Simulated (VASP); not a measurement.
# KF (Pm-3m) in VASP: notebook

KF is run at these levels: LDA, PBE, r2SCAN; tasks: single point.

All numbers are computed with VASP 6.6.1; they aren't measurements. Logs are shortened: lines on timing, memory, paths and dates and some standing lists are left out, and cuts for length are marked.

## Step 1: The cell of the first run

The structure is cubic, space group Pm-3m (No. 221). Conventional cell: a = 3.179 Å, b = 3.179 Å, c = 3.179 Å, α = 90.00°, β = 90.00°, γ = 90.00°. K (site symmetry m-3m) has 8 F at 2.75 Å and 6 K at 3.18 Å within 3.6 Å. Within 3.6 Å of F (site symmetry m-3m) lie 8 K at 2.75 Å and 6 F at 3.18 Å.

## Step 2: Single point, LDA

INCAR reads:

```
PREC = Accurate ; ENCUT = 520
EDIFF = 1E-7 ; ISMEAR = 0
SIGMA = 0.01 ; LREAL = False
LASPH = True ; NELM = 80
ALGO = Normal ; ISIF = 2
LWAVE = False ; LCHARG = False
GGA = CA ; NBANDS = 15
```

KPOINTS reads:

```
Automatic mesh
0
Gamma
  4 4 4
```

POSCAR reads:

```
KF
1.0
    3.1788706666      0.0000000000      0.0000000000
    0.0000000000      3.1788706666      0.0000000000
    0.0000000000      0.0000000000      3.1788706666
K F
1 1
Direct
    0.0000000000      0.0000000000      0.0000000000
    0.5000000000      0.5000000000      0.5000000000
```

Potentials or basis: VASP PAW LDA potentials, release 64 (K_sv, F).

The run is started by

```
cat potpaw_LDA.64/K_sv/POTCAR potpaw_LDA.64/F/POTCAR > POTCAR
mpirun -np 1 vasp_std > vasp.out
```

OUTCAR:

```text
PREC = Accurate
   ENCUT = 520
   EDIFF = 1E-7
   ISMEAR = 0
   LREAL = False
   LASPH = True
   NELM = 80
   ISIF = 2
   GGA = CA

 ion  position               nearest neighbor table
   1  0.000  0.000  0.000-   2 2.75   2 2.75   2 2.75   2 2.75   2 2.75   2 2.75   2 2.75   2 2.75

   2  0.500  0.500  0.500-   1 2.75   1 2.75   1 2.75   1 2.75   1 2.75   1 2.75   1 2.75   1 2.75

  LATTYP: Found a simple cubic cell.
 ALAT       =     3.1788706666

  Lattice vectors:

 A1 = (   3.1788706666,   0.0000000000,   0.0000000000)
 A2 = (   0.0000000000,   3.1788706666,   0.0000000000)
 A3 = (   0.0000000000,   0.0000000000,   3.1788706666)

Analysis of symmetry for initial positions (statically):
=====================================================================
 Subroutine PRICEL returns:
 Original cell was already a primitive cell.

 Routine SETGRP: Setting up the symmetry group for a
 simple cubic supercell.

 Subroutine GETGRP returns: Found 48 space group operations
 (whereof 48 operations were pure point group operations)
 out of a pool of 48 trial point group operations.

The static configuration has the point symmetry O_h .

Analysis of symmetry for dynamics (positions and initial velocities):
=====================================================================
 Subroutine PRICEL returns:
 Original cell was already a primitive cell.

 Routine SETGRP: Setting up the symmetry group for a
 simple cubic supercell.

 Subroutine GETGRP returns: Found 48 space group operations
 (whereof 48 operations were pure point group operations)
 out of a pool of 48 trial point group operations.

The dynamic configuration has the point symmetry O_h .

 Subroutine INISYM returns: Found 48 space group operations
 (whereof 48 operations are pure point group operations),
 and found     1 'primitive' translations

----------------------------------------------------------------------------------------

                                     Primitive cell

  volume of cell :      32.1232

  direct lattice vectors                    reciprocal lattice vectors
     3.178870667  0.000000000  0.000000000     0.314577127  0.000000000  0.000000000
     0.000000000  3.178870667  0.000000000     0.000000000  0.314577127  0.000000000
     0.000000000  0.000000000  3.178870667     0.000000000  0.000000000  0.314577127

  length of vectors
     3.178870667  3.178870667  3.178870667     0.314577127  0.314577127  0.314577127

  position of ions in fractional coordinates (direct lattice)
     0.000000000  0.000000000  0.000000000
     0.500000000  0.500000000  0.500000000

  ion indices of the primitive-cell ions
   primitive index   ion index
                 1           1
                 2           2

----------------------------------------------------------------------------------------

 KPOINTS: Automatic mesh

Automatic generation of k-mesh.
 Grid dimensions read from file:
 generate k-points for:    4    4    4

 Generating k-lattice:

  Cartesian coordinates                     Fractional coordinates (reciprocal lattice)
     0.078644282  0.000000000  0.000000000     0.250000000  0.000000000  0.000000000
     0.000000000  0.078644282  0.000000000     0.000000000  0.250000000  0.000000000
     0.000000000  0.000000000  0.078644282     0.000000000  0.000000000  0.250000000

  Length of vectors
     0.078644282  0.078644282  0.078644282

  Shift w.r.t. Gamma in fractional coordinates (k-lattice)
     0.000000000  0.000000000  0.000000000

 Subroutine IBZKPT returns following result:
 ===========================================

 Found     10 irreducible k-points:

 Following reciprocal coordinates:
            Coordinates               Weight
  0.000000  0.000000  0.000000      1.000000
  0.250000  0.000000  0.000000      6.000000
  0.500000  0.000000  0.000000      3.000000
  0.250000  0.250000  0.000000     12.000000
  0.500000  0.250000  0.000000     12.000000
  0.500000  0.500000  0.000000      3.000000
  0.250000  0.250000  0.250000      8.000000
  0.500000  0.250000  0.250000     12.000000
  0.500000  0.500000  0.250000      6.000000
  0.500000  0.500000  0.500000      1.000000
   k-points           NKPTS =     10   k-points in BZ     NKDIM =     10   number of bands    NBANDS=     15
   number of dos      NEDOS =    301   number of ions     NIONS =      2
   total plane-waves  NPLWV =  13824
   dimension x,y,z NGX =    24 NGY =   24 NGZ =   24
   dimension x,y,z NGXF=    48 NGYF=   48 NGZF=   48
   ions per type =               1   1
   NGX,Y,Z   is equivalent  to a cutoff of  12.55, 12.55, 12.55 a.u.
   NGXF,Y,Z  is equivalent  to a cutoff of  25.10, 25.10, 25.10 a.u.
 SYSTEM =  unknown system
   PREC   = accura    normal or accurate (medium, high low for compatibility)
   ISTART =      0    job   : 0-new  1-cont  2-samecut
   ICHARG =      2    charge: 1-file 2-atom 10-const
   ISPIN  =      1    spin polarized calculation?
   LNONCOLLINEAR =      F non collinear calculations
   LSORBIT =      F    spin-orbit coupling
   LASPH  =      T    aspherical Exc in radial PAW
   ENCUT  =  520.0 eV  38.22 Ry    6.18 a.u.   5.91  5.91  5.91*2*pi/ulx,y,z
   NELM   =     80;   NELMIN=  2; NELMDL= -5     # of ELM steps
   EDIFF  = 0.1E-06   stopping-criterion for ELM
   LREAL  =      F    real-space projection
   EDIFFG = 0.1E-05   stopping-criterion for IOM
   NSW    =      0    number of steps for IOM
   IBRION =     -1    ionic relax: 0-MD 1-quasi-New 2-CG
   NFREE  =      0    steps in history (QN), initial steepest desc. (CG)
   ISIF   =      2    stress and relaxation
   ISYM   =      2    0-nonsym 1-usesym 2-fastsym
   POTIM  = 0.5000    time-step for ionic-motion
   TEBEG  =    0.0;   TEEND  =   0.0 temperature during run
   PSTRESS=    0.0 pullay stress
   NELECT =      16.0000    total number of electrons
   NUPDOWN=      -1.0000    fix difference up-down
   EMIN   =  10.00;   EMAX   =-10.00  energy-range for DOS
   EFERMI =   0.00;   METHOD = LEGACY
   ISMEAR =     0;   SIGMA  =   0.01  broadening in eV -4-tet -1-fermi 0-gaus
   EFERMI_NEDOS =   21; number of points for ismear=-14 and -15
   IALGO  =     38    algorithm
   IMIX   =      4    mixing-type and parameters
     AMIX     =   0.40;   BMIX     =  1.00
     AMIX_MAG =   1.60;   BMIX_MAG =  1.00
  volume/ion in A,a.u.               =      16.06       108.39
  Fermi-wavevector in a.u.,A,eV,Ry     =   1.297703  2.452303 22.912660  1.684033
  Thomas-Fermi vector in A             =   2.429078
   LORBIT       =      0    0 simple, 1 ext, 2 COOP (PROOUT), +10 PAW based schemes
   GGA     = CA    functional components
   LHFCALC =     F    Hartree Fock is set to
   AEXX    =    0.0000 exact exchange contribution
   IVDW    =     0    specifies the selected vdW correction
   LEPSILON=     F    determine dielectric tensor
   LRPA    =     F    only Hartree local field effects (RPA)
 non-spin polarized calculation
 Gauss-broadening in eV      SIGMA  =   0.01
  energy-cutoff  :      520.00
  volume of cell :       32.12
 maximum number of plane-waves:       912
 NGX is ok and might be reduce to    24
   NGX = 11   NGY = 11   NGZ = 11

 number of electron      15.9999985 magnetization

 Free energy of the ion-electron system (eV)
  ---------------------------------------------------
  ext. energy  EPLUGINS =         0.00000000
  ---------------------------------------------------
  free energy    TOTEN  =        -8.93903556 eV

  energy without entropy =       -8.93903556  energy(sigma->0) =       -8.93903556

 E-fermi :  -2.0804     XC(G=0): -10.0958

 val. band max:       -2.2153685947   @ k =   0.5000   0.5000   0.0000
 cond. band min:       4.2321508326   @ k =   0.0000   0.0000   0.0000
 fundamental gap:      6.4475194272
 Fermi energy:        -2.0803931751

 k-point     1 :       0.0000    0.0000    0.0000
  band No.  band energies     occupation
      1     -28.5741      2.00000
      2     -20.7458      2.00000
      3     -11.7163      2.00000
      4     -11.7163      2.00000
      5     -11.7163      2.00000
      6      -2.2498      2.00000
      7      -2.2498      2.00000
      8      -2.2498      2.00000
      9       4.2322      0.00000
     10       5.9359      0.00000
     11       5.9359      0.00000
     12      12.0966      0.00000
     13      12.0966      0.00000
     14      12.0966      0.00000
     15      19.4000      0.00000

 k-point     2 :       0.2500    0.0000    0.0000
  band No.  band energies     occupation
      1     -28.4846      2.00000
      2     -20.7786      2.00000
      3     -12.1487      2.00000
      4     -11.6415      2.00000
      5     -11.6415      2.00000
      6      -2.9972      2.00000
      7      -2.3274      2.00000
      8      -2.3274      2.00000
      9       5.7503      0.00000
     10       6.4248      0.00000
     11       7.3952      0.00000
     12      11.2019      0.00000
     13      11.2019      0.00000
     14      12.2885      0.00000
     15      16.7223      0.00000

 k-point     3 :       0.5000    0.0000    0.0000
  band No.  band energies     occupation
      1     -28.3919      2.00000
      2     -20.8183      2.00000
      3     -12.5355      2.00000
      4     -11.5647      2.00000
      5     -11.5647      2.00000
      6      -3.6093      2.00000
      7      -2.4105      2.00000
      8      -2.4105      2.00000
      9       7.0542      0.00000
     10       7.3814      0.00000
     11       9.0846      0.00000
     12      10.5339      0.00000
     13      10.5339      0.00000
     14      12.4946      0.00000
     15      14.5612      0.00000
[... 91 lines left out ...]
 k-point     9 :       0.5000    0.5000    0.2500
  band No.  band energies     occupation
      1     -28.1820      2.00000
      2     -20.5970      2.00000
      3     -12.5761      2.00000
      4     -12.5761      2.00000
      5     -11.9662      2.00000
      6      -3.1395      2.00000
      7      -3.1395      2.00000
      8      -2.8754      2.00000
      9       7.3383      0.00000
     10       8.9392      0.00000
     11       8.9616      0.00000
     12       8.9616      0.00000
     13      13.1719      0.00000
     14      13.1719      0.00000
     15      13.9511      0.00000

 k-point    10 :       0.5000    0.5000    0.5000
  band No.  band energies     occupation
      1     -28.1150      2.00000
      2     -20.5453      2.00000
      3     -12.4338      2.00000
      4     -12.4338      2.00000
      5     -12.4338      2.00000
      6      -3.4377      2.00000
      7      -3.4377      2.00000
      8      -3.4377      2.00000
      9       8.4143      0.00000
     10       8.4143      0.00000
     11       8.4143      0.00000
     12      13.4397      0.00000
     13      13.4397      0.00000
     14      13.4397      0.00000
     15      14.0434      0.00000

------------------------ aborting loop because EDIFF is reached ----------------------------------------

  FORCE on cell =-STRESS in cart. coord.  units (eV):
  Direction    XX          YY          ZZ          XY          YZ          ZX
  --------------------------------------------------------------------------------------
  -------------------------------------------------------------------------------------
  Total       -0.7296293     -0.7296293     -0.7296293      0.0000000      0.0000000     -0.0000000
  in kB      -36.3910249    -36.3910249    -36.3910249      0.0000000      0.0000000     -0.0000000
  external PRESSURE =     -36.3910249 kB  Pullay stress =       0.0000000 kB

 VOLUME and BASIS-vectors are now :
 -----------------------------------------------------------------------------
  energy-cutoff  :      520.00
  volume of cell :       32.12
      direct lattice vectors                 reciprocal lattice vectors
     3.178870667  0.000000000  0.000000000     0.314577127  0.000000000  0.000000000
     0.000000000  3.178870667  0.000000000     0.000000000  0.314577127  0.000000000
     0.000000000  0.000000000  3.178870667     0.000000000  0.000000000  0.314577127

 POSITION                                       TOTAL-FORCE (eV/Angst)
 -----------------------------------------------------------------------------------
      0.00000      0.00000      0.00000         0.000000      0.000000      0.000000
      1.58944      1.58944      1.58944         0.000000      0.000000      0.000000
 -----------------------------------------------------------------------------------
    total drift:                                0.000000      0.000000     -0.000000

  FREE ENERGIE OF THE ION-ELECTRON SYSTEM (eV)
  ---------------------------------------------------
  free  energy   TOTEN  =        -8.9390355606 eV

  energy  without entropy=       -8.9390355606  energy(sigma->0) =       -8.93903556
```

Wall time 2.7 s (1 thread of AMD EPYC 9R45 (Zen 5), shared host); peak memory 0.09 GiB.

Results:

- Free energy: -8.9390 eV
- Pressure: -3.6 GPa
- Band gap on the k mesh: 6.45 eV, indirect (least direct gap 6.48 eV)

Caveat: the k points lie up to 0.49 Å⁻¹ apart.

## Step 3: Single point, PBE

INCAR reads:

```
  PREC = Accurate
  ENCUT = 520
  EDIFF = 1E-7
  ISMEAR = 0
  SIGMA = 0.01
  LREAL = F
  LASPH = T
  NELM = 60
  ALGO = Normal
  ISIF = 2
  LWAVE = F
  LCHARG = F
  GGA = PE
  NBANDS = 15
```

KPOINTS reads:

```
regular mesh
0
Gamma
  4 4 4
```

POSCAR is that of step 2.

Potentials or basis: VASP PAW PBE potentials, release 64 (K_sv, F).

The run is started by

```
cat potpaw_PBE.64/K_sv/POTCAR potpaw_PBE.64/F/POTCAR > POTCAR
mpirun -np 1 vasp_std > vasp.out
```

Run time: 3.8 s. Hardware: 1 thread of AMD EPYC 9R45 (Zen 5), shared host; peak memory 0.1 GiB.

The run converged. Its results:

```yaml
Free_energy: -8.0681 eV
Pressure: 3.0 GPa
Band_gap_on_the_k_mesh: 6.80 eV, indirect (least direct gap 6.83 eV)
```

Levels at points of the mesh, in eV from the valence-band top:
```csv
k point,band 4,band 5,band 6,band 7,band 8,band 9,band 10,band 11,band 12,band 13
"(0.00, 0.00, 0.00)",-9.79,-9.79,-0.04,-0.04,-0.04,6.80,8.37,8.37,14.29,14.29
"(0.50, 0.00, 0.00)",-9.65,-9.65,-1.33,-0.19,-0.19,9.44,9.85,11.62,12.81,12.81
"(0.50, 0.50, 0.00)",-10.72,-9.55,-0.63,-0.63,0.00,8.67,9.24,12.17,12.17,15.12
"(0.50, 0.50, 0.50)",-10.47,-10.47,-1.17,-1.17,-1.17,10.78,10.78,10.78,16.07,16.07
```

Caveat: the k points lie up to 0.49 Å⁻¹ apart.

## Step 4: Single point, r2SCAN

POSCAR is that of step 3.

INCAR.step1 reads:

```
ALGO     = Normal         # electronic algorithm
EDIFF    = 1E-4           # SCF threshold, eV
ENCUT    = 520            # plane-wave cutoff, eV
GGA      = PE             # functional
ISMEAR   = 0              # smearing method
LASPH    = True           # aspherical terms in the spheres
LCHARG   = False          # write CHGCAR
LREAL    = False          # projectors in reciprocal space
LWAVE    = True           # write WAVECAR
NBANDS   = 15             # bands
NELM     = 80             # most SCF steps
PREC     = Accurate       # precision mode
SIGMA    = 0.01           # smearing width, eV
```

INCAR.step2 reads:

```
ALGO     = Normal         # electronic algorithm
EDIFF    = 1E-6           # SCF threshold, eV
ENCUT    = 520            # plane-wave cutoff, eV
ISIF     = 2              # what is computed and relaxed
ISMEAR   = 0              # smearing method
ISTART   = 1            
LASPH    = True           # aspherical terms in the spheres
LCHARG   = False          # write CHGCAR
LMIXTAU  = True         
LREAL    = False          # projectors in reciprocal space
LWAVE    = False          # write WAVECAR
METAGGA  = R2SCAN         # meta-GGA
NBANDS   = 15             # bands
NELM     = 80             # most SCF steps
PREC     = Accurate       # precision mode
SIGMA    = 0.01           # smearing width, eV
```

KPOINTS reads:

```
k-points
0
Gamma
  4 4 4
```

The run is started by

```
cat potpaw_PBE.64/K_sv/POTCAR potpaw_PBE.64/F/POTCAR > POTCAR
cp INCAR.step1 INCAR
mpirun -np 1 vasp_std > vasp.out
cp INCAR.step2 INCAR
mpirun -np 1 vasp_std > vasp.out
```

Run time: 15 s. Hardware: 1 thread of AMD EPYC 9R45 (Zen 5), shared host; peak memory 0.11 GiB.

The run converged. Its results:

| Property | Result |
| --- | --- |
| Free energy | -14.8595 eV |
| Pressure | 0.0 GPa |
| Band gap on the k mesh | 7.73 eV, indirect (least direct gap 7.76 eV) |

Levels at points of the mesh, in eV from the valence-band top:
| k point | band 4 | band 5 | band 6 | band 7 | band 8 | band 9 | band 10 | band 11 | band 12 | band 13 |
| --- | --- | --- | --- | --- | --- | --- | --- | --- | --- | --- |
| (0.00, 0.00, 0.00) | -10.03 | -10.03 | -0.03 | -0.03 | -0.03 | 7.73 | 9.10 | 9.10 | 15.23 | 15.23 |
| (0.50, 0.00, 0.00) | -9.89 | -9.89 | -1.29 | -0.18 | -0.18 | 10.18 | 10.73 | 12.64 | 13.72 | 13.72 |
| (0.50, 0.50, 0.00) | -10.96 | -9.80 | -0.62 | -0.62 | 0.00 | 9.48 | 10.06 | 13.06 | 13.06 | 16.29 |
| (0.50, 0.50, 0.50) | -10.71 | -10.71 | -1.15 | -1.15 | -1.15 | 11.63 | 11.63 | 11.63 | 17.04 | 17.04 |

Caveat: the k points lie up to 0.49 Å⁻¹ apart; the PAW data sets were made with another functional, which shifts forces and pressure a little. A k mesh can miss the band edges.

## Step 5: The runs side by side

```tsv
level	potentials or basis	gap on the mesh (eV)	pressure (GPa)
LDA	VASP PAW LDA potentials, release 64 (K_sv, F)	6.45	-3.6
PBE	VASP PAW PBE potentials, release 64 (K_sv, F)	6.80	3.0
r2SCAN	VASP PAW PBE potentials, release 64 (K_sv, F)	7.73	0.0
```

Alike in all rows: task single point; no spin polarisation; cell as given; k mesh 4 × 4 × 4; cutoff (eV) 520; smearing gaussian 0.01 eV.

Caveats: all runs use coarse meshes; the PAW data sets were made with another functional, which shifts forces and pressure a little (some runs).

Absolute energies hang on the potentials; compare differences alone.
